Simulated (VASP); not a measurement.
# SiC (F-43m) in VASP: notebook

The runs below take SiC through single point, relaxation of cell and atoms, with LDA.

All numbers are computed with VASP 6.6.1; they aren't measurements. Logs are shortened: lines on timing, memory, paths and dates and some standing lists are left out, and cuts for length are marked.

## 1. The cell of the first run

The structure is cubic, space group F-43m (No. 216). The conventional cell has a = 4.329 Å, b = 4.329 Å, c = 4.329 Å, α = 90.00°, β = 90.00°, γ = 90.00°. Within 2.5 Å of Si (site symmetry -43m) lie 4 C at 1.87 Å. C (site symmetry -43m) has 4 Si at 1.87 Å within 2.5 Å.

## 2. Single point, LDA

File INCAR:

```
SYSTEM = SiC
PREC = Accurate
ENCUT = 520
EDIFF = 1E-7
ISMEAR = 0
SIGMA = 0.01
LREAL = .False.
LASPH = .True.
NELM = 80
ALGO = Normal
ISIF = 2
LWAVE = .False.
LCHARG = .False.
GGA = CA
NBANDS = 26
```

File KPOINTS:

```
regular mesh
0
Gamma
  6 6 6
  0 0 0
```

File POSCAR:

```
SiC
1.0
    4.3290198421      0.0000000000      0.0000000000
    0.0000000000      4.3290198421      0.0000000000
    0.0000000000      0.0000000000      4.3290198421
Si C
4 4
Direct
    0.0000000000      0.0000000000      0.0000000000
    0.0000000000      0.5000000000      0.5000000000
    0.5000000000      0.0000000000      0.5000000000
    0.5000000000      0.5000000000      0.0000000000
    0.2500000000      0.2500000000      0.2500000000
    0.2500000000      0.7500000000      0.7500000000
    0.7500000000      0.2500000000      0.7500000000
    0.7500000000      0.7500000000      0.2500000000
```

Potentials or basis: VASP PAW LDA potentials, release 64 (Si, C).

Command:

```bash
$ cat potpaw_LDA.64/Si/POTCAR potpaw_LDA.64/C/POTCAR > POTCAR
$ mpirun -np 1 vasp_std > vasp.out
```

OUTCAR:

```text
SYSTEM = SiC
   PREC = Accurate
   ENCUT = 520
   EDIFF = 1E-7
   ISMEAR = 0
   LREAL = .False.
   LASPH = .True.
   NELM = 80
   ISIF = 2
   GGA = CA

 ion  position               nearest neighbor table
   1  0.000  0.000  0.000-   5 1.87   6 1.87   7 1.87   8 1.87   3 3.06   4 3.06   2 3.06   2 3.06
                             3 3.06   2 3.06   4 3.06   2 3.06   3 3.06   4 3.06   3 3.06   4 3.06
   2  0.000  0.500  0.500-   5 1.87   6 1.87   7 1.87   8 1.87   3 3.06   4 3.06   1 3.06   1 3.06
                             4 3.06   1 3.06   3 3.06   1 3.06   3 3.06   4 3.06   4 3.06   3 3.06
   3  0.500  0.000  0.500-   5 1.87   6 1.87   7 1.87   8 1.87   2 3.06   4 3.06   1 3.06   1 3.06
                             4 3.06   2 3.06   4 3.06   4 3.06   1 3.06   2 3.06   1 3.06   2 3.06
   4  0.500  0.500  0.000-   5 1.87   6 1.87   7 1.87   8 1.87   2 3.06   3 3.06   1 3.06   2 3.06
                             3 3.06   1 3.06   3 3.06   3 3.06   1 3.06   2 3.06   2 3.06   1 3.06
   5  0.250  0.250  0.250-   1 1.87   2 1.87   3 1.87   4 1.87
   6  0.250  0.750  0.750-   1 1.87   2 1.87   3 1.87   4 1.87
   7  0.750  0.250  0.750-   1 1.87   2 1.87   3 1.87   4 1.87
   8  0.750  0.750  0.250-   1 1.87   2 1.87   3 1.87   4 1.87

  LATTYP: Found a simple cubic cell.
 ALAT       =     4.3290198421

  Lattice vectors:

 A1 = (   4.3290198421,   0.0000000000,   0.0000000000)
 A2 = (   0.0000000000,   4.3290198421,   0.0000000000)
 A3 = (   0.0000000000,   0.0000000000,   4.3290198421)

Analysis of symmetry for initial positions (statically):
=====================================================================
 Subroutine PRICEL returns following result:

  LATTYP: Found a face centered cubic cell.
 ALAT       =     4.3290198421

  Lattice vectors:

 A1 = (   2.1645099211,  -2.1645099211,   0.0000000000)
 A2 = (   2.1645099211,   0.0000000000,   2.1645099211)
 A3 = (   0.0000000000,  -2.1645099211,   2.1645099211)

   4 primitive cells build up your supercell.

 Routine SETGRP: Setting up the symmetry group for a
 simple cubic supercell.

 Subroutine GETGRP returns: Found 24 space group operations
 (whereof 24 operations were pure point group operations)
 out of a pool of 48 trial point group operations.

The static configuration has the point symmetry T_d .

Analysis of symmetry for dynamics (positions and initial velocities):
=====================================================================
 Subroutine PRICEL returns following result:

  LATTYP: Found a face centered cubic cell.
 ALAT       =     4.3290198421

  Lattice vectors:

 A1 = (   2.1645099211,  -2.1645099211,   0.0000000000)
 A2 = (   2.1645099211,   0.0000000000,   2.1645099211)
[... 114 lines left out ...]
   POTIM  = 0.5000    time-step for ionic-motion
   TEBEG  =    0.0;   TEEND  =   0.0 temperature during run
   PSTRESS=    0.0 pullay stress
   NELECT =      32.0000    total number of electrons
   NUPDOWN=      -1.0000    fix difference up-down
   EMIN   =  10.00;   EMAX   =-10.00  energy-range for DOS
   EFERMI =   0.00;   METHOD = LEGACY
   ISMEAR =     0;   SIGMA  =   0.01  broadening in eV -4-tet -1-fermi 0-gaus
   EFERMI_NEDOS =   21; number of points for ismear=-14 and -15
   IALGO  =     38    algorithm
   IMIX   =      4    mixing-type and parameters
     AMIX     =   0.40;   BMIX     =  1.00
     AMIX_MAG =   1.60;   BMIX_MAG =  1.00
  volume/ion in A,a.u.               =      10.14        68.43
  Fermi-wavevector in a.u.,A,eV,Ry     =   1.200610  2.268824 19.612310  1.441464
  Thomas-Fermi vector in A             =   2.336441
   LORBIT       =      0    0 simple, 1 ext, 2 COOP (PROOUT), +10 PAW based schemes
   GGA     = CA    functional components
   LHFCALC =     F    Hartree Fock is set to
   AEXX    =    0.0000 exact exchange contribution
   IVDW    =     0    specifies the selected vdW correction
   LEPSILON=     F    determine dielectric tensor
   LRPA    =     F    only Hartree local field effects (RPA)
 non-spin polarized calculation
 Gauss-broadening in eV      SIGMA  =   0.01
  energy-cutoff  :      520.00
  volume of cell :       81.13
 maximum number of plane-waves:      2272
   NGX = 17   NGY = 17   NGZ = 17

 number of electron      32.0000009 magnetization

 Free energy of the ion-electron system (eV)
  ---------------------------------------------------
  ext. energy  EPLUGINS =         0.00000000
  ---------------------------------------------------
  free energy    TOTEN  =       -66.57059641 eV

  energy without entropy =      -66.57059641  energy(sigma->0) =      -66.57059641

 E-fermi :   8.4057     XC(G=0): -11.6419

 val. band max:        8.2908926259   @ k =   0.0000   0.0000   0.0000
 cond. band min:       9.5784251073   @ k =   0.0000   0.0000   0.0000
 fundamental gap:      1.2875324813
 Fermi energy:         8.4057352415

 k-point     1 :       0.0000    0.0000    0.0000
  band No.  band energies     occupation
      1      -7.1820      2.00000
      2      -1.9851      2.00000
      3      -1.9851      2.00000
      4      -1.9851      2.00000
      5       0.4152      2.00000
      6       0.4152      2.00000
[... 569 lines left out ...]
     25      15.5011      0.00000
     26      15.5011      0.00000

------------------------ aborting loop because EDIFF is reached ----------------------------------------

  FORCE on cell =-STRESS in cart. coord.  units (eV):
  Direction    XX          YY          ZZ          XY          YZ          ZX
  --------------------------------------------------------------------------------------
  -------------------------------------------------------------------------------------
  Total        0.2018103      0.2018103      0.2018103     -0.0000000     -0.0000000     -0.0000000
  in kB        3.9855209      3.9855209      3.9855209     -0.0000000     -0.0000000     -0.0000000
  external PRESSURE =       3.9855209 kB  Pullay stress =       0.0000000 kB

 VOLUME and BASIS-vectors are now :
 -----------------------------------------------------------------------------
  energy-cutoff  :      520.00
  volume of cell :       81.13
      direct lattice vectors                 reciprocal lattice vectors
     4.329019842  0.000000000  0.000000000     0.230999172  0.000000000  0.000000000
     0.000000000  4.329019842  0.000000000     0.000000000  0.230999172  0.000000000
     0.000000000  0.000000000  4.329019842     0.000000000  0.000000000  0.230999172

 POSITION                                       TOTAL-FORCE (eV/Angst)
 -----------------------------------------------------------------------------------
      0.00000      0.00000      0.00000         0.000000     -0.000000      0.000000
      0.00000      2.16451      2.16451         0.000000     -0.000000     -0.000000
      2.16451      0.00000      2.16451         0.000000     -0.000000      0.000000
      2.16451      2.16451      0.00000         0.000000     -0.000000      0.000000
      1.08225      1.08225      1.08225        -0.000000     -0.000000     -0.000000
      1.08225      3.24676      3.24676         0.000000     -0.000000      0.000000
      3.24676      1.08225      3.24676        -0.000000      0.000000      0.000000
      3.24676      3.24676      1.08225        -0.000000      0.000000     -0.000000
 -----------------------------------------------------------------------------------
    total drift:                                0.000000      0.000000      0.000000

  FREE ENERGIE OF THE ION-ELECTRON SYSTEM (eV)
  ---------------------------------------------------
  free  energy   TOTEN  =       -66.5705964096 eV

  energy  without entropy=      -66.5705964096  energy(sigma->0) =      -66.57059641
```

OSZICAR:

```text
N       E                     dE             d eps       ncg     rms          rms(c)
DAV:   1     0.644912128758E+02    0.64491E+02   -0.14504E+04  1040   0.110E+03
DAV:   2    -0.682925517830E+02   -0.13278E+03   -0.12386E+03  1372   0.194E+02
DAV:   3    -0.748719385981E+02   -0.65794E+01   -0.65333E+01  1410   0.403E+01
DAV:   4    -0.749535310053E+02   -0.81592E-01   -0.81500E-01  1300   0.533E+00
DAV:   5    -0.749549229737E+02   -0.13920E-02   -0.13915E-02  1334   0.657E-01    0.186E+01
DAV:   6    -0.669094694747E+02    0.80455E+01   -0.21894E+01  1282   0.203E+01    0.861E+00
DAV:   7    -0.666573211828E+02    0.25215E+00   -0.22199E+00  1318   0.672E+00    0.350E+00
DAV:   8    -0.665801901134E+02    0.77131E-01   -0.13232E-01  1206   0.171E+00    0.996E-01
DAV:   9    -0.665704918552E+02    0.96983E-02   -0.17673E-02  1256   0.670E-01    0.163E-01
DAV:  10    -0.665705962197E+02   -0.10436E-03   -0.12065E-03  1256   0.176E-01    0.843E-02
DAV:  11    -0.665705988100E+02   -0.25903E-05   -0.39993E-05  1312   0.377E-02    0.282E-02
DAV:  12    -0.665705968568E+02    0.19532E-05   -0.42912E-06  1234   0.966E-03    0.862E-03
DAV:  13    -0.665705964127E+02    0.44407E-06   -0.21577E-06  1254   0.600E-03    0.245E-03
DAV:  14    -0.665705964096E+02    0.31168E-08   -0.74060E-08   746   0.159E-03
   1 F= -.66570596E+02 E0= -.66570596E+02  d E =-.412807E-61
```

stdout:

```text
POSCAR found type information on POSCAR SiC
 POSCAR found :  2 types and       8 ions
 scaLAPACK will be used
 LDA part: xc-table for (Slater(with rela. corr.)+CA(PZ))
 , standard interpolation
 POSCAR, INCAR and KPOINTS ok, starting setup
 FFT: planning ... GRIDC
 FFT: planning ... GRID_SOFT
 FFT: planning ... GRID
 WAVECAR not read
 entering main loop
```

It took 35 s on 1 thread of Intel Xeon 8259CL, shared host; peak memory 0.16 GiB.

What came out:

- Free energy: -66.5706 eV
- Pressure: 0.4 GPa
- Band gap on the k mesh: 1.29 eV

Levels at points of the mesh, in eV from the valence-band top:
| k point | band 14 | band 15 | band 16 | band 17 | band 18 | band 19 |
| --- | --- | --- | --- | --- | --- | --- |
| (0.00, 0.00, 0.00) | 0.00 | 0.00 | 0.00 | 1.29 | 1.29 | 1.29 |
| (0.50, 0.00, 0.00) | -1.96 | -1.96 | -1.96 | 4.03 | 4.03 | 5.16 |
| (0.50, 0.50, 0.00) | -1.19 | -1.19 | -1.19 | 5.50 | 5.50 | 5.50 |
| (0.50, 0.50, 0.50) | -1.06 | -1.06 | -1.06 | 5.57 | 5.57 | 5.57 |

## 3. Relaxation of cell and atoms, LDA

This run uses another cell than the first one, of 10.36 Å³/atom.

File INCAR:

```
PREC = Accurate
ENCUT = 600
EDIFF = 1E-6
ISMEAR = 0
SIGMA = 0.01
LREAL = False
LASPH = True
NELM = 100
ALGO = Normal
ISIF = 3
LWAVE = False
LCHARG = False
IBRION = 2
NSW = 80
EDIFFG = -0.002
```

File KPOINTS:

```
Automatic mesh
0
Gamma
  6 6 6
```

POSCAR: that of step 2 with these lines changed.

```diff
@@ -2,5 +2,5 @@
 1.0
-    4.3290198421      0.0000000000      0.0000000000
-    0.0000000000      4.3290198421      0.0000000000
-    0.0000000000      0.0000000000      4.3290198421
+    4.3600000000      0.0000000000      0.0000000000
+    0.0000000000      4.3600000000      0.0000000000
+    0.0000000000      0.0000000000      4.3600000000
 Si C
```

Potentials or basis: VASP PAW LDA potentials, release 64 (Si, C).

Command:

```bash
$ cat potpaw_LDA.64/Si/POTCAR potpaw_LDA.64/C/POTCAR > POTCAR
$ mpirun -np 1 vasp_std > vasp.out
```

It took 93 s on 1 thread of Intel Xeon 8259CL, shared host; peak memory 0.19 GiB.

It converged, with:

| Item | Value |
| --- | --- |
| Free energy | -66.5814 eV |
| Relaxed volume | 10.15 Å³/atom |
| Relaxed cell | a = 4.331 Å, b = 4.331 Å, c = 4.331 Å, α = 90.00°, β = 90.00°, γ = 90.00° |
| Space group after relaxing (to 0.1 Å) | F-43m (No. 216) |
| Energy gained by relaxing | 3.0 meV/atom |
| Ionic steps | 3 |
| Pressure after relaxing | 0.0 GPa |
| Band gap on the k mesh | 1.29 eV |

The path:
| step | energy change (eV) | largest force (eV/Å) | pressure (GPa) | volume (Å³) |
| --- | --- | --- | --- | --- |
| 1 | 0.0000 | 0.0000 | -4.48 | 82.88 |
| 2 | 0.0042 | 0.0000 | 5.21 | 79.45 |
| 3 | -0.0238 | 0.0000 | -0.02 | 81.22 |

Final structure:
```xyz
8
Lattice="4.3306 0.0000 0.0000 0.0000 4.3306 0.0000 0.0000 0.0000 4.3306" Properties=species:S:1:pos:R:3 pbc="T T T"
Si    0.0000    0.0000    0.0000
Si    0.0000    2.1653    2.1653
Si    2.1653    0.0000    2.1653
Si    2.1653    2.1653    0.0000
C     1.0826    1.0826    1.0826
C     1.0826    3.2479    3.2479
C     3.2479    1.0826    3.2479
C     3.2479    3.2479    1.0826
```

Levels at points of the mesh, in eV from the valence-band top:
```csv
k point,band 12,band 13,band 14,band 15,band 16,band 17,band 18,band 19,band 20,band 21
"(0.00, 0.00, 0.00)",-3.23,-3.23,0.00,0.00,0.00,1.29,1.29,1.29,4.26,4.26
"(0.50, 0.00, 0.00)",-3.29,-1.96,-1.96,-1.96,-1.96,4.03,4.03,5.16,5.16,6.33
"(0.50, 0.50, 0.00)",-4.41,-1.19,-1.19,-1.19,-1.19,5.50,5.50,5.50,5.50,8.84
"(0.50, 0.50, 0.50)",-1.06,-1.06,-1.06,-1.06,-1.06,5.56,5.56,5.56,5.56,7.21
```
